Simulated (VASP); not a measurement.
MoS2, 3 atoms in the cell. It takes space group P-3m1 (No. 164, trigonal). Conventional cell: a = 3.227 Å, b = 3.227 Å, c = 6.312 Å, α = 90.00°, β = 90.00°, γ = 120.00°. Mo (site symmetry -3m) has 6 S at 2.42 Å and 6 Mo at 3.23 Å within 3.3 Å. Within 3.3 Å of S (site symmetry 3m) lie 3 Mo at 2.42 Å and 6 S at 3.23 Å. 

```yaml
Program: VASP 6.6.1
Task: single point
Functional: r2SCAN
Potentials_or_basis: VASP PAW PBE potentials, release 64 (Mo_sv, S)
Cutoff: 550 eV
k_mesh: 6 × 6 × 3, shifted
Occupations: methfessel-paxton, width 0.15 eV
Spin: no spin polarisation
Dipole_correction: no
Further_INCAR_settings: ALGO = Normal; EDIFF = 1e-06; NBANDS = 20; ISYM = 0
```

Potentials or basis: VASP PAW PBE potentials, release 64 (Mo_sv, S).

Run with:

```sh
$ cat potpaw_PBE.64/Mo_sv/POTCAR potpaw_PBE.64/S/POTCAR > POTCAR
$ cp INCAR.step1 INCAR
$ mpirun -np 1 vasp_std > vasp.out
$ cp INCAR.step2 INCAR
$ mpirun -np 1 vasp_std > vasp.out
```

Hardware: 1 thread of Intel(R) Xeon(R) Platinum 8259CL CPU @ 2.50GHz (Skylake/Cascade Lake), on a shared host.

Question: Estimate the wall time of this run.

Answer: It took 9.9 min on 1 thread of Intel(R) Xeon(R) Platinum 8259CL CPU @ 2.50GHz (Skylake/Cascade Lake) (shared host), peak memory 0.32 GiB. Counts: k points 162.
